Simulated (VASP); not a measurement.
# SnSe (zincblende type) (F-43m) in VASP: notebook, part 2 of 2

VASP 6.6.1. Earlier steps stand in the parts before.

### 3 Single point, PBE

File INCAR:

```
ALGO = Normal
EDIFF = 1E-6
ENCUT = 520
GGA = PE
ISIF = 2
ISMEAR = -1
LASPH = True
LCHARG = False
LREAL = False
LWAVE = False
NBANDS = 17
NELM = 80
PREC = Accurate
SIGMA = 0.1
```

File KPOINTS:

```
k-points
0
Gamma
  12 12 12
```

File POSCAR:

```
SnSe
1.0
    0.0000000000      2.8259503788      2.8259503788
    2.8259503788      0.0000000000      2.8259503788
    2.8259503788      2.8259503788      0.0000000000
Sn Se
1 1
Direct
    0.0000000000      0.0000000000      0.0000000000
    0.2500000000      0.2500000000      0.2500000000
```

Potentials or basis: VASP PAW PBE potentials, release 64 (Sn_d, Se).

The run is started by

```
$ cat potpaw_PBE.64/Sn_d/POTCAR potpaw_PBE.64/Se/POTCAR > POTCAR
$ mpirun -np 1 vasp_std > vasp.out
```

OUTCAR:

```text
EDIFF = 1E-6
   ENCUT = 520
   GGA = PE
   ISIF = 2
   ISMEAR = -1
   LASPH = True
   LREAL = False
   NELM = 80
   PREC = Accurate

 ion  position               nearest neighbor table
   1  0.000  0.000  0.000-   2 2.45   2 2.45   2 2.45   2 2.45
   2  0.250  0.250  0.250-   1 2.45   1 2.45   1 2.45   1 2.45

  LATTYP: Found a face centered cubic cell.
 ALAT       =     5.6519007576

  Lattice vectors:

 A1 = (   0.0000000000,   2.8259503788,   2.8259503788)
 A2 = (   2.8259503788,   0.0000000000,   2.8259503788)
 A3 = (   2.8259503788,   2.8259503788,   0.0000000000)

Analysis of symmetry for initial positions (statically):
=====================================================================
 Subroutine PRICEL returns:
 Original cell was already a primitive cell.

 Routine SETGRP: Setting up the symmetry group for a
 face centered cubic supercell.

 Subroutine GETGRP returns: Found 24 space group operations
 (whereof 24 operations were pure point group operations)
 out of a pool of 48 trial point group operations.

[... 153 lines left out ...]

 Free energy of the ion-electron system (eV)
  ---------------------------------------------------
  ext. energy  EPLUGINS =         0.00000000
  ---------------------------------------------------
  free energy    TOTEN  =        -4.88364350 eV

  energy without entropy =       -4.86236885  energy(sigma->0) =       -4.87300617

 E-fermi :   8.6750     XC(G=0): -10.3202

 val. band max:        8.5998976675   @ k =   0.1667   0.1667   0.0000
 cond. band min:       8.7781786706   @ k =  -0.3333   0.5000   0.1667
 fundamental gap:      0.1782810031
 Fermi energy:         8.6749757573

 k-point     1 :       0.0000    0.0000    0.0000
  band No.  band energies     occupation
      1     -13.9810      2.00000
      2     -13.9810      2.00000
      3     -13.9810      2.00000
      4     -13.8517      2.00000
      5     -13.8517      2.00000
      6      -8.6531      2.00000
[... 457 lines left out ...]
      4     -13.8515      2.00000
      5     -13.8469      2.00000
      6      -6.9989      2.00000
[... 9 lines left out ...]
     16      17.0337      0.00000
     17      19.3140      0.00000

 [... further k-points ...]
[... 5 lines left out ...]
  --------------------------------------------------------------------------------------
  -------------------------------------------------------------------------------------
  Total       12.4301219     12.4301219     12.4301219     -0.0000000      0.0000000     -0.0000000
  in kB      441.2273045    441.2273045    441.2273045     -0.0000000      0.0000000     -0.0000000
  external PRESSURE =     441.2273045 kB  Pullay stress =       0.0000000 kB

 VOLUME and BASIS-vectors are now :
 -----------------------------------------------------------------------------
  energy-cutoff  :      520.00
  volume of cell :       45.14
      direct lattice vectors                 reciprocal lattice vectors
     0.000000000  2.825950379  2.825950379    -0.176931628  0.176931628  0.176931628
     2.825950379  0.000000000  2.825950379     0.176931628 -0.176931628  0.176931628
     2.825950379  2.825950379  0.000000000     0.176931628  0.176931628 -0.176931628

 POSITION                                       TOTAL-FORCE (eV/Angst)
 -----------------------------------------------------------------------------------
      0.00000      0.00000      0.00000        -0.000000     -0.000000     -0.000000
      1.41298      1.41298      1.41298         0.000000      0.000000      0.000000
 -----------------------------------------------------------------------------------
    total drift:                                0.000001      0.000001      0.000000

  FREE ENERGIE OF THE ION-ELECTRON SYSTEM (eV)
  ---------------------------------------------------
  free  energy   TOTEN  =        -4.8836434983 eV

  energy  without entropy=       -4.8623688514  energy(sigma->0) =       -4.87300617
```

stdout:

```text
POSCAR found type information on POSCAR SnSe
 POSCAR found :  2 types and       2 ions
 scaLAPACK will be used
 LDA part: xc-table for (Slater+PW92), standard interpolation
 POSCAR, INCAR and KPOINTS ok, starting setup
 FFT: planning ... GRIDC
 FFT: planning ... GRID_SOFT
 FFT: planning ... GRID
 WAVECAR not read
 entering main loop
```

It took 22 s on 1 thread of Intel Xeon 6975P-C (Granite Rapids), shared host; peak memory 0.2 GiB.

Results:

- Free energy: -4.8836 eV
- Pressure: 44.1 GPa
- Band gap on the k mesh: zero (band 10 reaches 9.84 eV, above the bottom of band 11 at 7.65 eV)

Caveat: spin-orbit coupling is left out, which moves the levels of the heavy elements.

### 4 Relaxation of cell and atoms, PBE, target pressure 44 GPa, at which the enthalpy is minimised

This run uses another cell than the first one, of 20.46 Å³/atom, 0.906 times its volume.

File INCAR:

```
SYSTEM = SnSe
PREC = Accurate
ENCUT = 600
EDIFF = 1E-6
ISMEAR = -1
SIGMA = 0.1
LREAL = .False.
LASPH = .True.
NELM = 60
ALGO = Normal
ISIF = 3
LWAVE = .False.
LCHARG = .False.
GGA = PE
IBRION = 2
NSW = 60
EDIFFG = -0.005
PSTRESS = 440.0
```

File KPOINTS:

```
Automatic mesh
0
Gamma
  12 12 12
  0 0 0
```

File POSCAR:

```
SnSe
1.0
    0.0000000000      2.7348962093      2.7348962093
    2.7348962093      0.0000000000      2.7348962093
    2.7348962093      2.7348962093      0.0000000000
Sn Se
1 1
Direct
    0.0000000000      0.0000000000      0.0000000000
    0.2500000000      0.2500000000      0.2500000000
```

The run is started by

```
$ cat potpaw_PBE.64/Sn_d/POTCAR potpaw_PBE.64/Se/POTCAR > POTCAR
$ mpirun -np 1 vasp_std > vasp.out
```

Run time: 96 s. Hardware: 1 thread of Intel Xeon 6975P-C (Granite Rapids), shared host; peak memory 0.22 GiB.

The run converged. Its results:

* Free energy: -4.8924 eV
* Relaxed volume: 22.58 Å³/atom
* Relaxed cell: a = 3.997 Å, b = 3.997 Å, c = 3.997 Å, α = 60.00°, β = 60.00°, γ = 60.00°
* Space group after relaxing (to 0.05 Å): F-43m (No. 216)
* Energy change on relaxing (the enthalpy is what falls): -708.2 meV/atom
* Ionic steps: 16
* Pressure after relaxing: 44.0 GPa
* Band gap on the k mesh: zero (band 10 reaches 9.82 eV, above the bottom of band 11 at 7.64 eV)

The path:
| step | energy change (eV) | largest force (eV/Å) | pressure (GPa) | volume (Å³) |
| --- | --- | --- | --- | --- |
| 1 | 0.0000 | 0.0000 | 63.97 | 40.91 |
| 2 | -3.5522 | 0.0000 | 14.67 | 57.94 |
| 3 | -1.5397 | 0.0000 | 42.33 | 45.63 |
| 4 | -1.4282 | 0.0000 | 43.84 | 45.21 |
| 5 | -1.4038 | 0.0000 | 44.20 | 45.12 |
| 6 | -1.4043 | 0.0000 | 44.19 | 45.13 |
| 7 | -1.4058 | 0.0000 | 44.13 | 45.13 |
| 8 | -1.4058 | 0.0000 | 44.14 | 45.13 |
| 9 | -1.4058 | 0.0000 | 44.15 | 45.13 |
| 10 | -1.4059 | 0.0000 | 44.15 | 45.13 |
| 11 | -1.4061 | 0.0000 | 44.15 | 45.13 |
| 12 | -1.4064 | 0.0000 | 44.15 | 45.13 |
| 13 | -1.4071 | 0.0000 | 44.16 | 45.14 |
| 14 | -1.4084 | 0.0000 | 44.10 | 45.14 |
| 15 | -1.4111 | 0.0000 | 44.07 | 45.15 |
| 16 | -1.4165 | 0.0000 | 43.98 | 45.17 |

Final structure:
```
Sn Se
1.0
     0.00000    2.82665    2.82665
     2.82665    0.00000    2.82665
     2.82665    2.82665    0.00000
Sn Se
1 1
Cartesian
  0.0000 0.0000 0.0000
  1.4133 1.4133 1.4133
```

Levels at points of the mesh, in eV from the Fermi level:
```
           k point  band 8  band 9  band 10  band 11  band 12  band 13
(0.00, 0.00, 0.00)   -3.98   -3.98    -3.73     1.00     1.00     1.00
(0.50, 0.00, 0.00)   -4.99   -4.99    -2.33     1.91     1.91     4.38
(0.50, 0.50, 0.00)   -6.37   -6.37    -1.54    -1.03     6.81     6.92
```

Caveat: the cell is relaxed towards a set pressure, so the enthalpy falls and the energy may rise; spin-orbit coupling is left out, which moves the levels of the heavy elements.

### 5 Relaxation of cell and atoms, PBE, target pressure 44 GPa, at which the enthalpy is minimised

File INCAR:

```
ALGO = Normal
EDIFF = 1E-7
EDIFFG = -0.005
ENCUT = 600
GGA = PE
IBRION = 2
ISIF = 3
ISMEAR = -1
LASPH = T
LCHARG = F
LREAL = F
LWAVE = F
NELM = 80
NSW = 32
PREC = Accurate
PSTRESS = 440.0
SIGMA = 0.1
```

File KPOINTS:

```
k-points
0
Gamma
  12 12 12
```

File POSCAR:

```
SnSe
1.0
    0.0000000000      2.8261964015      2.8261964015
    2.8261964015      0.0000000000      2.8261964015
    2.8261964015      2.8261964015      0.0000000000
Sn Se
1 1
Direct
    0.0000000000      0.0000000000      0.0000000000
    0.2500000000      0.2500000000      0.2500000000
```

The run is started by

```
$ cat potpaw_PBE.64/Sn_d/POTCAR potpaw_PBE.64/Se/POTCAR > POTCAR
$ mpirun -np 1 vasp_std > vasp.out
```

Wall time 39 s (1 thread of Intel Xeon 6975P-C (Granite Rapids), shared host); peak memory 0.22 GiB.

The run converged. Its results:

```
Free energy                                            : -4.8937 eV
Relaxed volume                                         : 22.59 Å³/atom
Relaxed cell                                           : a = 3.998 Å, b = 3.998 Å, c = 3.998 Å, α = 60.00°, β = 60.00°, γ = 60.00°
Space group after relaxing (to 0.05 Å)                 : F-43m (No. 216)
Energy change on relaxing (the enthalpy is what falls) : -3.3 meV/atom
Ionic steps                                            : 3
Pressure after relaxing                                : 44.0 GPa
Band gap on the k mesh                                 : zero (band 10 reaches 9.82 eV, above the bottom of band 11 at 7.64 eV)
```

The path:
```csv
step,energy change (eV),largest force (eV/Å),pressure (GPa),volume (Å³)
1,0.0000,0.0000,44.10,45.15
2,-0.0250,0.0000,43.76,45.24
3,-0.0067,0.0000,44.01,45.17
```

Final structure:
```
CELL_PARAMETERS angstrom
0.00000 2.82670 2.82670
2.82670 0.00000 2.82670
2.82670 2.82670 0.00000
ATOMIC_POSITIONS crystal
Sn 0.00000 0.00000 0.00000
Se 0.25000 0.25000 0.25000
```

Levels at points of the mesh, in eV from the Fermi level:
| k point | band 8 | band 9 | band 10 | band 11 | band 12 | band 13 |
| --- | --- | --- | --- | --- | --- | --- |
| (0.00, 0.00, 0.00) | -3.98 | -3.98 | -3.73 | 1.00 | 1.00 | 1.00 |
| (0.50, 0.00, 0.00) | -4.99 | -4.99 | -2.33 | 1.91 | 1.91 | 4.38 |
| (0.50, 0.50, 0.00) | -6.37 | -6.37 | -1.54 | -1.03 | 6.81 | 6.92 |

Caveat: the cell is relaxed towards a set pressure, so the enthalpy falls and the energy may rise; spin-orbit coupling is left out, which moves the levels of the heavy elements.

### 6 Overview

```tsv
task	cell	cutoff (eV)	gap on the mesh (eV)	pressure (GPa)
single point	a = 3.997 Å, angles 60.0°, 2 atoms	520	none	44.1
single point	a = 3.996 Å, angles 60.0°, 2 atoms	520	none	44.1
relaxation of cell and atoms	relaxed to 44 GPa from a = 3.868 Å, angles 60.0°, 2 atoms	600	none	44.0
relaxation of cell and atoms	relaxed to 44 GPa from a = 3.997 Å, angles 60.0°, 2 atoms	600	none	44.0
```

Alike in all rows: level PBE; potentials or basis VASP PAW PBE potentials, release 64 (Sn_d, Se); no spin polarisation; k mesh 12 × 12 × 12; smearing fermi-dirac 0.1 eV.

Caveats: spin-orbit coupling is left out, which moves the levels of the heavy elements; the cell is relaxed towards a set pressure, so the enthalpy falls and the energy may rise (some runs).

Total energies depend on the potentials used, so only differences within one code and one set of settings carry meaning.
